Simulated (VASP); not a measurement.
Ta2N:

```xyz
3
Lattice="3.1129 0.0000 0.0000 -1.5564 2.6958 0.0000 0.0000 0.0000 4.8698" Properties=species:S:1:pos:R:3 pbc="T T T"
Ta    0.0000    1.7972    1.2404
Ta    1.5564    0.8986    3.6294
N     0.0000    0.0000    0.0000
```

Base run:

- Program: VASP 6.6.1
- Functional: BLYP
- Potentials or basis: VASP PAW PBE potentials, release 64 (Ta_pv, N)
- Cutoff: 520 eV
- k mesh: 10 × 10 × 6
- Occupations: fermi-dirac, width 0.05 eV
- Spin: no spin polarisation

Its results: band gap on the k mesh zero (an odd number of electrons rules out a gap without spin polarisation); pressure 9.6 GPa; largest force 0.481 eV/Å.

Q: The run is repeated on the same cell with these changes: functional from BLYP to r2SCAN; hubbard terms from none to Ta d U = 8.0 eV. What comes out?

A: Band gap on the k mesh zero (an odd number of electrons rules out a gap without spin polarisation); pressure 19.8 GPa; largest force 1.150 eV/Å.

Several settings changed at once.

Caveats: the cell stands under pressure; the PAW data sets were made with another functional, which shifts forces and pressure a little; spin-orbit coupling is left out, which moves the levels of the heavy elements; U without spin polarisation on a metal has little footing (at least some runs).
